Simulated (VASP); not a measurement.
SrO:

```xyz
2
Lattice="0.0000 2.5663 2.5663 2.5663 0.0000 2.5663 2.5663 2.5663 0.0000" Properties=species:S:1:pos:R:3 pbc="T T T"
Sr    2.5663    2.5663    2.5663
O     0.0000    0.0000    0.0000
```

```yaml
Program: VASP 6.6.1
Task: relaxation of cell and atoms
Functional: PBE
Potentials_or_basis: VASP PAW PBE potentials, release 64 (Sr_sv, O)
Cutoff: 600 eV
k_mesh: 9 × 9 × 9
Occupations: fermi-dirac, width 0.05 eV
Spin: no spin polarisation
```

At the start: pressure 3.8 GPa; volume 16.90 Å³/atom.

Problem. Where does the relaxation end?

Solution. Over 3 steps the energy falls by 8.2 meV/atom and the volume is 17.62 Å³/atom (+4.2 %); space group Fm-3m (No. 225, to 0.1 Å) before and after.

Step by step:
| step | energy change (eV) | largest force (eV/Å) | pressure (GPa) | volume (Å³) |
| --- | --- | --- | --- | --- |
| 1 | 0.0000 | 0.0000 | 3.83 | 33.80 |
| 2 | -0.0140 | 0.0000 | -1.33 | 35.82 |
| 3 | -0.0164 | 0.0000 | 0.01 | 35.23 |

Final structure:
```cif
data_structure
_symmetry_space_group_name_H-M 'P 1'
_symmetry_Int_Tables_number 1
_cell_length_a 3.6797
_cell_length_b 3.6797
_cell_length_c 3.6797
_cell_angle_alpha 60.000
_cell_angle_beta 60.000
_cell_angle_gamma 60.000
_cell_volume 35.23
loop_
_atom_site_label
_atom_site_type_symbol
_atom_site_fract_x
_atom_site_fract_y
_atom_site_fract_z
_atom_site_occupancy
Sr1 Sr 0.50000 0.50000 0.50000 1
O1 O 0.00000 0.00000 0.00000 1
```
